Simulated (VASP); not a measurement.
Wanted: the native input for a VASP 6.6.1 run.

```
Task                   : single point
Functional             : PBE
Potentials or basis    : VASP PAW PBE potentials, release 64 (Hf_pv, Br)
Cutoff                 : 520 eV
k mesh                 : 4 × 4 × 4
Occupations            : gaussian, width 0.1 eV
Spin                   : no spin polarisation
Dipole correction      : no
Further INCAR settings : ALGO = Normal; EDIFF = 1e-06; NBANDS = 32
```

The structure of Hf4Br lies in POSCAR:

```
Hf4Br
1.0
    5.5193457900      0.0000000000      0.0000000000
    0.0000000000      5.5193457900      0.0000000000
    0.0000000000      0.0000000000      6.3315888400
Hf Br
4 1
Direct
    0.0000000000      0.0000000000      0.5000000000
    0.5000000000      0.5000000000      0.0000000000
    0.5000000000      0.5000000000      0.6859419700
    0.5000000000      0.5000000000      0.3140580300
    0.0000000000      0.0000000000      0.0000000000
```

The cell was generated, and may not be a known phase.

The input as run:

INCAR

```
PREC = Accurate
ENCUT = 520
EDIFF = 1E-6
ISMEAR = 0
SIGMA = 0.1
LREAL = F
LASPH = T
NELM = 80
ALGO = Normal
ISIF = 2
LWAVE = F
LCHARG = T
GGA = PE
LELF = T
LVHAR = T
NBANDS = 32
```

KPOINTS

```
regular mesh
0
Gamma
  4 4 4
```

Potentials or basis: VASP PAW PBE potentials, release 64 (Hf_pv, Br).

Command:

```sh
$ cat potpaw_PBE.64/Hf_pv/POTCAR potpaw_PBE.64/Br/POTCAR > POTCAR
$ mpirun -np 1 vasp_std > vasp.out
```

Results of the run:

```yaml
Pressure: 11.3 GPa
Largest_force: 11.039 eV/Å
Band_gap_on_the_k_mesh: zero (an odd number of electrons rules out a gap without spin polarisation)
```

Caveat: atoms lie so close that the PAW spheres overlap strongly, which falsifies energies and pressures; the stress differs along the axes, from -9 to 51 GPa; spin-orbit coupling is left out, which moves the levels of the heavy elements; an odd number of electrons without spin polarisation forces a metal; a magnetic or distorted state may lie lower.

Wall time 74 s on 1 thread of Intel(R) Xeon(R) 6975P-C (Granite Rapids) (shared host), peak memory 0.32 GiB.
